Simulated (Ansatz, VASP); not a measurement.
**One calculation of NiO, two programs**

```xyz
2
Lattice="0.0000 2.0859 2.1276 2.0859 0.0000 2.1276 2.0859 2.0859 0.0000" Properties=species:S:1:pos:R:3 pbc="T T T"
Ni    0.0000    0.0000    0.0000
O     2.0859    2.0859    2.1276
```

Alike in both runs: functional PBE; k mesh 9 × 9 × 9; occupations fermi-dirac, width 0.05 eV; collinear spin.

|  | VASP | Ansatz |
| --- | --- | --- |
| version | VASP 6.6.1 | Ansatz 0.2.0 |
| potentials or method | VASP PAW PBE potentials, release 64 (Ni, O) | Ansatz PAW |
| plane-wave cutoff (eV) | 520 | 420 |
| valence electrons in the cell | 16 | 24 |
| task | single point | band structure |

VASP gave:

* gap on the k mesh at the Fermi level (eV): none
* pressure (GPa): 2.0
* traceless stress, the component that is largest in VASP (GPa): -1.52
* net moment per atom (μB): 0.88
* size of the moment on the site where the two differ most (μB): 0.27

Q: What did Ansatz give for the same quantities?

A: gap on the k mesh at the Fermi level (eV): none; pressure (GPa): 2.4; traceless stress, the component that is largest in VASP (GPa): -1.42; net moment per atom (μB): 0.89; size of the moment on the site where the two differ most (μB): 0.29.

Site moments also hang on the region over which each program counts them. A gap of «none» marks a metal or a gap that the smearing closes. VASP's potentials hold 16 valence electrons a cell and Ansatz's 24, so a difference there can come from the potentials and not from the codes.
